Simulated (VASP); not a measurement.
Set up this calculation in VASP 6.6.1, as the native input.

- Task: relaxation of cell and atoms
- Functional: PBEsol
- Potentials or basis: VASP PAW PBE potentials, release 64 (Cu)
- Cutoff: 600 eV
- k mesh: 12 × 12 × 4
- Occupations: gaussian, width 0.1 eV
- Spin: no spin polarisation
- Dipole correction: no
- Further INCAR settings: ALGO = Normal; EDIFF = 1e-06; IBRION = 2; EDIFFG = -0.05; NSW = 80; ISIF = 3

The structure of Cu lies in POSCAR:

```
Cu
1.0
    2.6902152777      0.0000000000      0.0000000000
   -1.3451076388      2.3297947721      0.0000000000
    0.0000000000      0.0000000000      4.4016000404
Cu
2
Direct
    0.3333333333      0.6666666667      0.2500000000
    0.6666666667      0.3333333333      0.7500000000
```

The input as run:

INCAR

```
SYSTEM = Cu
ALGO = Normal
EDIFF = 1E-6
EDIFFG = -0.05
ENCUT = 600
GGA = PS
IBRION = 2
ISIF = 3
ISMEAR = 0
LASPH = .True.
LCHARG = .False.
LREAL = .False.
LWAVE = .False.
NELM = 80
NSW = 80
PREC = Accurate
SIGMA = 0.1
```

KPOINTS

```
k-points
0
Gamma
  12 12 4
  0 0 0
```

Potentials or basis: VASP PAW PBE potentials, release 64 (Cu).

The run is started by

```sh
$ cat potpaw_PBE.64/Cu/POTCAR > POTCAR
$ mpirun -np 1 vasp_std > vasp.out
```

It gave:

```json
{
  "Relaxed volume": "11.36 Å³/atom",
  "Relaxed cell": "a = 2.524 Å, b = 2.524 Å, c = 4.120 Å, α = 90.00°, β = 90.00°, γ = 120.00°",
  "Space group after relaxing (to 0.05 Å)": "P6_3/mmc (No. 194)",
  "Energy gained by relaxing": "176.8 meV/atom",
  "Ionic steps": "3",
  "Pressure after relaxing": "0.0 GPa",
  "Band gap on the k mesh": "zero (band 11 reaches 11.99 eV, above the bottom of band 12 at 5.87 eV)"
}
```

Caveat: the volume moved by over 15 % at a fixed basis, so the end points are rough; the PAW data sets were made with another functional, which shifts forces and pressure a little.

Run time: 32 s on 1 thread of Intel(R) Xeon(R) Platinum 8488C (Sapphire Rapids) (shared host), peak memory 0.17 GiB.
